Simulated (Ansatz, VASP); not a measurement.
# One calculation of GaAs, two programs

INCAR

```
SYSTEM = GaAs
PREC = Accurate
ENCUT = 520
EDIFF = 1E-6
ISMEAR = -1
SIGMA = 0.08
LREAL = .False.
LASPH = .True.
NELM = 80
ALGO = Normal
ISIF = 2
LWAVE = .False.
LCHARG = .True.
GGA = CA
LELF = .True.
LVHAR = .True.
NBANDS = 16
```

KPOINTS

```
Automatic mesh
0
Gamma
  10 10 10
  0 0 0
```

The input POSCAR:

```
GaAs
1.0
    0.0000000000      2.8268500000      2.8268500000
    2.8268500000      0.0000000000      2.8268500000
    2.8268500000      2.8268500000      0.0000000000
Ga As
1 1
Direct
    0.0000000000      0.0000000000      0.0000000000
    0.7500000000      0.7500000000      0.7500000000
```

Input for Ansatz:

```yaml
crystal:
  lattice:
    - [0.0, 2.82685, 2.82685]
    - [2.82685, 0.0, 2.82685]
    - [2.82685, 2.82685, 0.0]
  atoms:
    - { symbol: Ga, position: [0.0, 0.0, 0.0] }
    - { symbol: As, position: [0.75, 0.75, 0.75] }
kpoints:
  mp_grid: { grid: [10, 10, 10] }
  band_path:
    path:
      - [0.0, 0.0, 0.0]
      - [-0.5, -0.5, 0.0]
      - [-0.375, -0.375, 0.25]
      - [-0.375, 0.0, 0.375]
      - [0.0, 0.0, 0.0]
      - [0.0, 0.0, 0.5]
      - [-0.5, -0.25, 0.25]
      - [-0.5, -0.5, 0.0]
    npoints: 5
scf:
  occupations: { method: fermi_dirac, width: 0.08 }
hamiltonian:
  xc: lda
  pseudopotentials: { kind: all_electron, lapw: { basis_error: 0.001 } }
output:
  forces: true
  stress: true
  eigenvalues: true
```

Alike in both runs: task single point; functional LDA; k mesh 10 × 10 × 10; occupations fermi-dirac, width 0.08 eV; no spin polarisation.

|  | VASP | Ansatz |
| --- | --- | --- |
| version | VASP 6.6.1 | Ansatz 0.2.0 |
| potentials or method | VASP PAW LDA potentials, release 64 (Ga_d, As), cutoff 520 eV | all-electron LAPW, scalar-relativistic |

```csv
,VASP,Ansatz,Ansatz less VASP
pressure (GPa),-1.6,-1.8,-0.25
```

LDA's correlation is that of Perdew and Zunger in VASP and of Perdew and Wang (1992) in Ansatz. Ansatz ran all-electron here, and VASP with PAW potentials.
